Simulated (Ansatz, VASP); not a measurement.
## Two plane-wave programs on BN

File INCAR:

```
SYSTEM = BN
  PREC = Accurate
  ENCUT = 520
  EDIFF = 1E-7
  ISMEAR = 0
  SIGMA = 0.05
  LREAL = .False.
  LASPH = .True.
  NELM = 100
  ALGO = Normal
  ISIF = 2
  LWAVE = .False.
  LCHARG = .True.
  GGA = PE
  IVDW = 12
  LELF = .True.
  LVHAR = .True.
  NBANDS = 16
```

KPOINTS

```
Automatic mesh
0
Gamma
  12 12 4
  0 0 0
```

Contents of POSCAR:

```
BN
1.0
    2.5061233057      0.0000000000      0.0000000000
   -1.2530616528      2.1703664477      0.0000000000
    0.0000000000      0.0000000000      6.5973571420
B N
2 2
Direct
    0.0884643237      0.1769286474      0.4708974373
    0.3333333333      0.6666666667      0.0000000000
    0.0000000000      0.0000000000      0.0000000000
    0.6666666667      0.3333333333      0.5000000000
```

Input for Ansatz:

```yaml
crystal:
  lattice:
    - [2.5061233057, 0.0, 0.0]
    - [-1.2530616528, 2.1703664477, 0.0]
    - [0.0, 0.0, 6.597357142]
  atoms:
    - { symbol: B, position: [0.0884643237, 0.1769286474, 0.4708974373] }
    - { symbol: B, position: [0.3333333333, 0.6666666667, 0.0] }
    - { symbol: "N", position: [0.0, 0.0, 0.0] }
    - { symbol: "N", position: [0.6666666667, 0.3333333333, 0.5] }
basis:
  ecutwfc: 420
kpoints:
  mp_grid: { grid: [12, 12, 4] }
hamiltonian:
  xc: pbe
  dispersion: d3bj
scf:
  occupations: { method: gaussian, width: 0.05 }
output:
  forces: true
  stress: true
  eigenvalues: true
```

Alike in both runs: task single point; functional PBE; dispersion D3(BJ); k mesh 12 × 12 × 4; occupations gaussian, width 0.05 eV; no spin polarisation.

```csv
,VASP,Ansatz
version,VASP 6.6.1,Ansatz 0.2.0
potentials or method,"VASP PAW PBE potentials, release 64 (B, N), cutoff 520 eV","scalar-relativistic, plane waves, PAW"
valence electrons in the cell,16,16
```

|  | VASP | Ansatz | Ansatz less VASP |
| --- | --- | --- | --- |
| gap on the k mesh at the Fermi level (eV) | 1.37 | 1.38 | +0.009 |
| least direct gap on the mesh (eV) | 2.64 | 2.64 | +0.005 |
| pressure (GPa) | 14.6 | 14.8 | +0.13 |
| traceless stress, the component that is largest in VASP (GPa) | 19.11 | 19.20 | +0.093 |
| rms of the force components (eV/Å) | 2.282 | 2.292 | +0.0103 |

Atom by atom the forces differ by 0.016 eV/Å (rms over components).
